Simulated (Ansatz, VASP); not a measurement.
This is a calculation of Hf for VASP 6.6.1.

Contents of INCAR:

```
PREC = Accurate
ENCUT = 520
EDIFF = 1E-7
ISMEAR = -1
SIGMA = 0.06
LREAL = F
LASPH = T
NELM = 100
ALGO = Normal
ISIF = 2
LWAVE = F
LCHARG = T
GGA = PE
LELF = T
LVHAR = T
NBANDS = 17
```

Contents of KPOINTS:

```
regular mesh
0
Gamma
  7 7 4
```

The input POSCAR:

```
Hf
1.0
    3.1967000000      0.0000000000      0.0000000000
   -1.5983500000      2.7684234083      0.0000000000
    0.0000000000      0.0000000000      5.0578000000
Hf
2
Direct
    0.6666666667      0.3333333333      0.7500000000
    0.3333333333      0.6666666667      0.2500000000
```

Potentials or basis: VASP PAW PBE potentials, release 64 (Hf_pv).

Launch:

```bash
$ cat potpaw_PBE.64/Hf_pv/POTCAR > POTCAR
$ mpirun -np 1 vasp_std > vasp.out
```

Set up the same calculation for Ansatz 0.2.0. Potentials there: all-electron LAPW, scalar-relativistic.

As run (the cutoff follows the program's own potentials):

Contents of input.yaml:

```yaml
crystal:
  lattice:
    - [3.1967, 0.0, 0.0]
    - [-1.59835, 2.7684234083, 0.0]
    - [0.0, 0.0, 5.0578]
  atoms:
    - { symbol: Hf, position: [0.6666666667, 0.3333333333, 0.75] }
    - { symbol: Hf, position: [0.3333333333, 0.6666666667, 0.25] }
kpoints:
  mp_grid: { grid: [7, 7, 4] }
scf:
  occupations: { method: fermi_dirac, width: 0.06 }
hamiltonian:
  xc: pbe
  pseudopotentials: { kind: all_electron, lapw: { basis_error: 0.004 } }
output:
  forces: true
  stress: true
  eigenvalues: true
```

Potentials or basis: all-electron LAPW, scalar-relativistic.

Run with:

```bash
$ ansatz run input.yaml --threads 1 --pin off --max-ram 3072MiB --backend cpu --events-out ev --progress --plain --runs-dir out
```

Both were run:

|  | VASP | Ansatz | Ansatz less VASP |
| --- | --- | --- | --- |
| gap on the k mesh at the Fermi level (eV) | none | none | - |
| pressure (GPa) | 0.5 | 1.0 | +0.46 |
| traceless stress, the component that is largest in VASP (GPa) | 0.76 | 0.84 | +0.083 |

A gap of «none» marks a metal or a gap that the smearing closes. Ansatz ran all-electron here, and VASP with PAW potentials.

Neither program's run includes spin-orbit coupling. Noted on Ansatz's run: the k mesh is thin for a metal, which can move the energy by tens of meV per atom.
